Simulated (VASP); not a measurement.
Wanted: the native input for a VASP 6.6.1 run.

| Quantity | Value |
| --- | --- |
| Task | single point |
| Functional | PBE |
| Potentials or basis | VASP PAW PBE potentials, release 64 (Ta_pv, N) |
| Cutoff | 520 eV |
| k mesh | 6 × 6 × 6 |
| Occupations | fermi-dirac, width 0.04 eV |
| Spin | no spin polarisation |
| Dipole correction | no |
| Further INCAR settings | ALGO = Normal; EDIFF = 1e-06; NBANDS = 15 |

The structure of TaN lies in POSCAR:

```
TaN
1.0
    0.0000000000      2.2113230000      2.2113230000
    2.2113230000      0.0000000000      2.2113230000
    2.2113230000      2.2113230000      0.0000000000
Ta N
1 1
Direct
    0.5000000000      0.5000000000      0.5000000000
    0.0000000000      0.0000000000      0.0000000000
```

The input as run:

INCAR

```
PREC = Accurate ; ENCUT = 520
EDIFF = 1E-6 ; ISMEAR = -1
SIGMA = 0.04 ; LREAL = F
LASPH = T ; NELM = 80
ALGO = Normal ; ISIF = 2
LWAVE = F ; LCHARG = T
GGA = PE ; LELF = T
LVHAR = T ; NBANDS = 15
```

KPOINTS

```
Automatic mesh
0
Gamma
  6 6 6
```

Potentials or basis: VASP PAW PBE potentials, release 64 (Ta_pv, N).

Run with:

```bash
$ cat potpaw_PBE.64/Ta_pv/POTCAR potpaw_PBE.64/N/POTCAR > POTCAR
$ mpirun -np 1 vasp_std > vasp.out
```

Results of the run:

```yaml
Pressure: 0.0 GPa
Band_gap_on_the_k_mesh: zero (bands 8 and 9 overlap by 3.91 eV)
```

Caveat: the k points lie up to 0.41 Å⁻¹ apart, too coarse for converged energies and pressures of a metal; spin-orbit coupling is left out, which moves the levels of the heavy elements.

It took 7.1 s on 1 thread of Intel Xeon 8259CL (shared host), peak memory 0.14 GiB.
